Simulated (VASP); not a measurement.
Input of a VASP 6.6.1 run:

INCAR

```
SYSTEM = Te
  PREC = Accurate
  ENCUT = 520
  EDIFF = 1E-7
  ISMEAR = 0
  SIGMA = 0.1
  LREAL = .False.
  LASPH = .True.
  NELM = 80
  ALGO = Normal
  ISIF = 2
  LWAVE = .False.
  LCHARG = .False.
  GGA = PE
  NBANDS = 27
```

Contents of KPOINTS:

```
Automatic mesh
0
Gamma
  3 3 4
  0 0 0
```

The input POSCAR:

```
Te
1.0
    8.6234563832      0.0000000000      0.0000000000
   -4.3117281916      7.4681322963      0.0000000000
    0.0000000000      0.0000000000      3.2681234742
Te
6
Direct
    0.2068978667      0.4137957334      0.0000000000
    0.5862042666      0.7931021333      0.0000000000
    0.2068978667      0.7931021333      0.0000000000
    0.7931021333      0.5862042666      0.0000000000
    0.4137957334      0.2068978667      0.0000000000
    0.7931021333      0.2068978667      0.0000000000
```

Potentials or basis: VASP PAW PBE potentials, release 64 (Te).

Run with:

```console
$ cat potpaw_PBE.64/Te/POTCAR > POTCAR
$ mpirun -np 1 vasp_std > vasp.out
```

(1) Estimate the pressure.

(2) What does it give for the band gap on the k mesh?

(3) Predict the largest force.

Answers

(1) 0.0 GPa.

(2) zero (bands 18 and 19 overlap by 2.49 eV).

(3) 0.009 eV/Å.

Caveat: the k points lie up to 0.48 Å⁻¹ apart, too coarse for converged energies and pressures of a metal; spin-orbit coupling is left out, which moves the levels of the heavy elements.
